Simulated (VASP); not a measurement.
Input of a VASP 6.6.1 run:

INCAR

```
PREC     = Accurate       # precision mode
ENCUT    = 520            # plane-wave cutoff, eV
EDIFF    = 1E-6           # SCF threshold, eV
ISMEAR   = -1             # smearing method
SIGMA    = 0.05           # smearing width, eV
LREAL    = False          # projectors in reciprocal space
LASPH    = True           # aspherical terms in the spheres
NELM     = 150            # most SCF steps
ALGO     = Fast           # electronic algorithm
ISIF     = 2              # what is computed and relaxed
LWAVE    = False          # write WAVECAR
LCHARG   = True           # write CHGCAR
ISPIN    = 2              # spin polarisation
MAGMOM   = 4.5 4.5 4.5 0 0 # initial moments
LORBIT   = 11             # projections on sites
LMAXMIX  = 4              # l up to which the mixer works
GGA      = PS             # functional
LELF     = True           # ELF
LVHAR    = True         
NBANDS   = 27             # bands
```

KPOINTS

```
Automatic mesh
0
Gamma
  7 7 7
```

File POSCAR:

```
AlFe3B
1.0
    3.8223220000      0.0000000000      0.0000000000
    0.0000000000      3.8223220000      0.0000000000
    0.0000000000      0.0000000000      3.8223220000
Fe Al B
3 1 1
Direct
    0.0000000000      0.0000000000      0.5000000000
    0.0000000000      0.5000000000      0.0000000000
    0.5000000000      0.0000000000      0.0000000000
    0.5000000000      0.5000000000      0.5000000000
    0.0000000000      0.0000000000      0.0000000000
```

Potentials or basis: VASP PAW PBE potentials, release 64 (Fe, Al, B).

Launch:

```bash
$ cat potpaw_PBE.64/Fe/POTCAR potpaw_PBE.64/Al/POTCAR potpaw_PBE.64/B/POTCAR > POTCAR
$ mpirun -np 1 vasp_std > vasp.out
```

Task: Estimate the site moments.

Result: Fe +1.47; Al -0.06; B -0.13 μB.

Task: Estimate the pressure.

Result: -7.1 GPa.

Caveat: the PAW data sets were made with another functional, which shifts forces and pressure a little; the moment fell far below its start of 4.5 μB, so a state of higher moment may lie lower in energy.
